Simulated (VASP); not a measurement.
Wanted: the native input for a VASP 6.6.1 run.

| Quantity | Value |
| --- | --- |
| Task | single point |
| Functional | PBE |
| Potentials or basis | VASP PAW PBE potentials, release 64 (Cu, O) |
| Cutoff | 520 eV |
| k mesh | 6 × 6 × 6 |
| Occupations | gaussian, width 0.1 eV |
| Spin | collinear spin |
| Starting moments | [1.0, 1.0, 1.0, 0.0, 0.0] μB |
| Dipole correction | no |
| Further INCAR settings | ALGO = Normal; EDIFF = 1e-07; NBANDS = 34 |

The structure of Cu3O2 lies in POSCAR:

```
Cu3O2
1.0
    2.9630035000      1.7106909000      2.1957922000
   -2.9630035000      1.7106909000      2.1957922000
    0.0000000000     -3.4213818000      2.1957922000
Cu O
3 2
Direct
    0.5000000000      0.0000000000      0.0000000000
    0.0000000000      0.5000000000      0.0000000000
    0.0000000000      0.0000000000      0.5000000000
    0.2629700000      0.2629700000      0.2629700000
    0.7370300000      0.7370300000      0.7370300000
```

These files were run (other wordings do the same):

INCAR

```
PREC = Accurate
ENCUT = 520
EDIFF = 1E-7
ISMEAR = 0
SIGMA = 0.1
LREAL = False
LASPH = True
NELM = 150
ALGO = Normal
ISIF = 2
LWAVE = False
LCHARG = False
ISPIN = 2
MAGMOM = 1 1 1 0 0
LORBIT = 11
LMAXMIX = 4
GGA = PE
NBANDS = 34
```

KPOINTS

```
regular mesh
0
Gamma
  6 6 6
```

Potentials or basis: VASP PAW PBE potentials, release 64 (Cu, O).

The run is started by

```sh
$ cat potpaw_PBE.64/Cu/POTCAR potpaw_PBE.64/O/POTCAR > POTCAR
$ mpirun -np 1 vasp_std > vasp.out
```

Results of the run:

```
Pressure                                              : 0.9 GPa
Largest force                                         : 0.094 eV/Å
Net moment                                            : 0.70 μB per cell
Site moments                                          : Cu +0.17; O +0.09 μB
Valence electrons inside the program's atomic spheres : Cu 9.97; O 4.98
```

Caveat: a moment this small can come from the mesh or the smearing.

It took 2.5 min on 1 thread of Intel Xeon 8259CL, on a shared host, peak memory 0.25 GiB.
